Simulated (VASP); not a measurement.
# EuS (Fm-3m) in VASP: settings compared, part 2 of 2

VASP 6.6.1.

**3. Single point, RPBE, collinear spin, ferromagnetic start**

INCAR reads:

```
PREC = Accurate
ENCUT = 600
EDIFF = 1E-6
ISMEAR = -1
SIGMA = 0.1
LREAL = False
LASPH = True
NELM = 200
ALGO = Normal
ISIF = 2
LWAVE = False
LCHARG = True
ISPIN = 2
MAGMOM = 7 0
LORBIT = 11
LMAXMIX = 6
GGA = RP
LELF = True
LVHAR = True
NBANDS = 22
GGA_COMPAT = False
```

KPOINTS reads:

```
Automatic mesh
0
Gamma
  7 7 7
```

POSCAR reads:

```
EuS
1.0
    0.0000000000      2.9785000000      2.9785000000
    2.9785000000      0.0000000000      2.9785000000
    2.9785000000      2.9785000000      0.0000000000
Eu S
1 1
Direct
    0.0000000000      0.0000000000      0.0000000000
    0.5000000000      0.5000000000      0.5000000000
```

Potentials or basis: VASP PAW PBE potentials, release 64 (Eu, S).

Command:

```sh
$ cat potpaw_PBE.64/Eu/POTCAR potpaw_PBE.64/S/POTCAR > POTCAR
$ mpirun -np 1 vasp_std > vasp.out
```

OUTCAR:

```text
PREC = Accurate
   ENCUT = 600
   EDIFF = 1E-6
   ISMEAR = -1
   LREAL = False
   LASPH = True
   NELM = 200
   ISIF = 2
   ISPIN = 2
   LORBIT = 11
   GGA = RP

 ion  position               nearest neighbor table
   1  0.000  0.000  0.000-   2 2.98   2 2.98   2 2.98   2 2.98   2 2.98   2 2.98
   2  0.500  0.500  0.500-   1 2.98   1 2.98   1 2.98   1 2.98   1 2.98   1 2.98

  LATTYP: Found a face centered cubic cell.
 ALAT       =     5.9570000000

  Lattice vectors:

 A1 = (   0.0000000000,   2.9785000000,   2.9785000000)
 A2 = (   2.9785000000,   0.0000000000,   2.9785000000)
 A3 = (   2.9785000000,   2.9785000000,   0.0000000000)

Analysis of symmetry for initial positions (statically):
=====================================================================
 Subroutine PRICEL returns:
 Original cell was already a primitive cell.

 Routine SETGRP: Setting up the symmetry group for a
 face centered cubic supercell.

 Subroutine GETGRP returns: Found 48 space group operations
 (whereof 48 operations were pure point group operations)
 out of a pool of 48 trial point group operations.

The static configuration has the point symmetry O_h .

Analysis of symmetry for dynamics (positions and initial velocities):
=====================================================================
 Subroutine PRICEL returns:
 Original cell was already a primitive cell.

 Routine SETGRP: Setting up the symmetry group for a
 face centered cubic supercell.

 Subroutine GETGRP returns: Found 48 space group operations
 (whereof 48 operations were pure point group operations)
 out of a pool of 48 trial point group operations.

The dynamic configuration has the point symmetry O_h .

Analysis of structural, dynamic, and magnetic symmetry:
=====================================================================
 Subroutine PRICEL returns:
 Original cell was already a primitive cell.

 Routine SETGRP: Setting up the symmetry group for a
 face centered cubic supercell.

[... 143 lines left out ...]
  free energy    TOTEN  =       -19.37797540 eV

  energy without entropy =      -19.32937591  energy(sigma->0) =      -19.35367565

 E-fermi :   4.5409     XC(G=0):  -9.4576

 val. band max:        4.4512656849   @ k =   0.4286   0.4286   0.0000
 cond. band min:       4.5410218817   @ k =  -0.4286   0.4286   0.0000
 fundamental gap:      0.0897561967
 Fermi energy:         4.5408915444

 spin component 1

 k-point     1 :       0.0000    0.0000    0.0000
  band No.  band energies     occupation
      1     -37.1720      1.00000
      2     -15.8672      1.00000
      3     -15.8672      1.00000
      4     -15.8672      1.00000
      5      -9.0599      1.00000
      6       1.6301      1.00000
[... 489 lines left out ...]
     21      11.0387      0.00000
     22      12.3570      0.00000
 Fermi energy:         4.5408915444

 spin component 2

 k-point     1 :       0.0000    0.0000    0.0000
  band No.  band energies     occupation
      1     -34.0247      1.00000
      2     -13.5979      1.00000
      3     -13.5979      1.00000
      4     -13.5979      1.00000
      5      -9.0642      1.00000
      6       1.7669      1.00000
[... 489 lines left out ...]
     21      11.8931      0.00000
     22      13.3714      0.00000

------------------------ aborting loop because EDIFF is reached ----------------------------------------

  FORCE on cell =-STRESS in cart. coord.  units (eV):
  Direction    XX          YY          ZZ          XY          YZ          ZX
  --------------------------------------------------------------------------------------
  -------------------------------------------------------------------------------------
  Total       -0.1886498     -0.1886498     -0.1886498      0.0000000      0.0000000      0.0000000
  in kB       -5.7193150     -5.7193150     -5.7193150      0.0000000      0.0000000      0.0000000
  external PRESSURE =      -5.7193150 kB  Pullay stress =       0.0000000 kB

 VOLUME and BASIS-vectors are now :
 -----------------------------------------------------------------------------
  energy-cutoff  :      600.00
  volume of cell :       52.85
      direct lattice vectors                 reciprocal lattice vectors
     0.000000000  2.978500000  2.978500000    -0.167869733  0.167869733  0.167869733
     2.978500000  0.000000000  2.978500000     0.167869733 -0.167869733  0.167869733
     2.978500000  2.978500000  0.000000000     0.167869733  0.167869733 -0.167869733

 POSITION                                       TOTAL-FORCE (eV/Angst)
 -----------------------------------------------------------------------------------
      0.00000      0.00000      0.00000        -0.000000      0.000000      0.000000
      2.97850      2.97850      2.97850         0.000000     -0.000000     -0.000000
 -----------------------------------------------------------------------------------
    total drift:                                0.000000      0.000000      0.000000

  FREE ENERGIE OF THE ION-ELECTRON SYSTEM (eV)
  ---------------------------------------------------
  free  energy   TOTEN  =       -19.3779754006 eV

  energy  without entropy=      -19.3293759082  energy(sigma->0) =      -19.35367565

 total charge

# of ion       s       p       d       f       tot
--------------------------------------------------
    1        2.029   5.780   0.304   6.654  14.766
    2        1.318   2.447   0.000   0.000   3.765
--------------------------------------------------
tot          3.347   8.227   0.304   6.654  18.531

 magnetization (x)

# of ion       s       p       d       f       tot
--------------------------------------------------
    1       -0.016  -0.117   0.092   6.623   6.582
    2       -0.007  -0.070   0.000   0.000  -0.077
--------------------------------------------------
tot         -0.023  -0.188   0.092   6.623   6.505
```

It took 62 s on 1 thread of Intel Xeon 6975P-C (Granite Rapids), shared host; peak memory 0.27 GiB.

Results:

* Free energy: -19.3780 eV
* Pressure: -0.6 GPa
* Band gap on the k mesh: zero (filled and empty bands overlap)
* Net moment: 6.97 μB per cell
* Site moments: Eu +6.58; S -0.08 μB
* Valence electrons inside the program's atomic spheres: Eu 14.77; S 3.77

Levels at points of the mesh, in eV from the Fermi level:
Spin up:
| k point | band 12 | band 13 | band 14 | band 15 | band 16 | band 17 | band 18 | band 19 |
| --- | --- | --- | --- | --- | --- | --- | --- | --- |
| (0.00, 0.00, 0.00) | -0.43 | -0.11 | -0.11 | -0.11 | 0.76 | 0.99 | 0.99 | 0.99 |
Spin down:
```tsv
k point	band 5	band 6	band 7	band 8	band 9	band 10	band 11	band 12
(0.00, 0.00, 0.00)	-13.61	-2.77	-2.77	-2.77	1.50	1.81	1.81	1.81
```

Caveat: the PAW data sets were made with another functional, which shifts forces and pressure a little; spin-orbit coupling is left out, which moves the levels of the heavy elements; a cell with one magnetic atom can't hold antiferromagnetic order, which such compounds often take; semilocal functionals describe open f shells poorly, which spoils levels, moments and volumes.

**4. Single point, r2SCAN, collinear spin, ferromagnetic start**

POSCAR is that of step 3.

INCAR.step1 reads:

```
  PREC = Accurate
  ENCUT = 800
  ISMEAR = -1
  SIGMA = 0.1
  LREAL = F
  LASPH = T
  NELM = 200
  ISPIN = 2
  MAGMOM = 7 0
  LMAXMIX = 6
  NBANDS = 22
  GGA = PE
  ALGO = Normal
  EDIFF = 1E-5
  LWAVE = T
  LCHARG = F
  GGA_COMPAT = F
```

INCAR.step2 reads:

```
  PREC = Accurate
  ENCUT = 800
  EDIFF = 1E-6
  ISMEAR = -1
  SIGMA = 0.1
  LREAL = F
  LASPH = T
  NELM = 200
  ALGO = Normal
  ISIF = 2
  LWAVE = F
  LCHARG = T
  ISPIN = 2
  MAGMOM = 7 0
  LORBIT = 11
  LMAXMIX = 6
  METAGGA = R2SCAN
  LMIXTAU = T
  LELF = T
  LVHAR = T
  NBANDS = 22
  ISTART = 1
  GGA_COMPAT = F
```

KPOINTS reads:

```
regular mesh
0
Gamma
  7 7 7
```

Command:

```sh
$ cat potpaw_PBE.64/Eu/POTCAR potpaw_PBE.64/S/POTCAR > POTCAR
$ cp INCAR.step1 INCAR
$ mpirun -np 1 vasp_std > vasp.out
$ cp INCAR.step2 INCAR
$ mpirun -np 1 vasp_std > vasp.out
```

Wall time 4.2 min (1 thread of Intel Xeon 6975P-C (Granite Rapids), shared host); peak memory 0.36 GiB.

Results (log left out):

| Quantity | Value |
| --- | --- |
| Free energy | -52.6333 eV |
| Pressure | -2.6 GPa |
| Band gap on the k mesh | zero (filled and empty bands overlap) |
| Net moment | 6.97 μB per cell |
| Site moments | Eu +6.52; S -0.08 μB |
| Valence electrons inside the program's atomic spheres | Eu 14.80; S 3.77 |

Levels at points of the mesh, in eV from the Fermi level:
Spin up:
```
           k point  band 13  band 14  band 15  band 16  band 17  band 18
(0.00, 0.00, 0.00)    -0.14    -0.14    -0.14     1.11     1.11     1.11
```
Spin down:
| k point | band 4 | band 5 | band 6 | band 7 | band 8 | band 9 | band 10 | band 11 | band 12 | band 13 |
| --- | --- | --- | --- | --- | --- | --- | --- | --- | --- | --- |
| (0.00, 0.00, 0.00) | -18.62 | -14.31 | -3.00 | -3.00 | -3.00 | 1.81 | 1.95 | 1.95 | 1.95 | 2.96 |

Caveat: the PAW data sets were made with another functional, which shifts forces and pressure a little; spin-orbit coupling is left out, which moves the levels of the heavy elements; a cell with one magnetic atom can't hold antiferromagnetic order, which such compounds often take; semilocal functionals describe open f shells poorly, which spoils levels, moments and volumes. The state reached can hang on the start; a lower one may exist.

**5. The runs side by side**

```tsv
level	cutoff (eV)	gap on the mesh (eV)	pressure (GPa)	moment (μB)
BLYP	600	none	0.5	6.95
RPBE	600	none	-0.6	6.97
r2SCAN	800	none	-2.6	6.97
```

Alike in all rows: task single point; potentials or basis VASP PAW PBE potentials, release 64 (Eu, S); spin collinear, ferromagnetic start; cell as given; k mesh 7 × 7 × 7; smearing fermi-dirac 0.1 eV.

The pressure there spans -2.6 GPa (r2SCAN) to 0.5 GPa (BLYP); a positive pressure means that this level wants a larger cell, a negative one a smaller.

Caveats: the PAW data sets were made with another functional, which shifts forces and pressure a little; spin-orbit coupling is left out, which moves the levels of the heavy elements; a cell with one magnetic atom can't hold antiferromagnetic order, which such compounds often take; semilocal functionals describe open f shells poorly, which spoils levels, moments and volumes.

Total energies depend on the potentials used, so only differences within one code and one set of settings carry meaning.

**6. Against experiment**

Step 2. Against the measured gap of EuS, 1.72 eV (optical; 300 K; powder; “Crystal-field mediated electronic transitions of EuS up to 35 GPa”, 2022, pmc:8786971), the calculated 0.00 eV is off by -1.72 eV. So large a miss can be the level of theory's own, or it may mean another phase, state or a wrong row. Spin-orbit coupling on Eu is left out. The value is that of BLYP on a finite k mesh, which can miss the band edges, without temperature or zero-point motion. Semilocal functionals fall short of measured gaps as a rule. The run's magnetic order (collinear spin, ferromagnetic start) needn't be the measured crystal's.

Step 3. Measured gap of EuS: 1.72 eV (optical; 300 K; powder; “Crystal-field mediated electronic transitions of EuS up to 35 GPa”, 2022, pmc:8786971). This calculation gives 0.00 eV (-1.72 eV). So large a miss can be the level of theory's own, or it may mean another phase, state or a wrong row. Spin-orbit coupling on Eu is left out. The value is that of RPBE on a finite k mesh, which can miss the band edges, without temperature or zero-point motion. Semilocal functionals fall short of measured gaps as a rule. The run's magnetic order (collinear spin, ferromagnetic start) needn't be the measured crystal's.
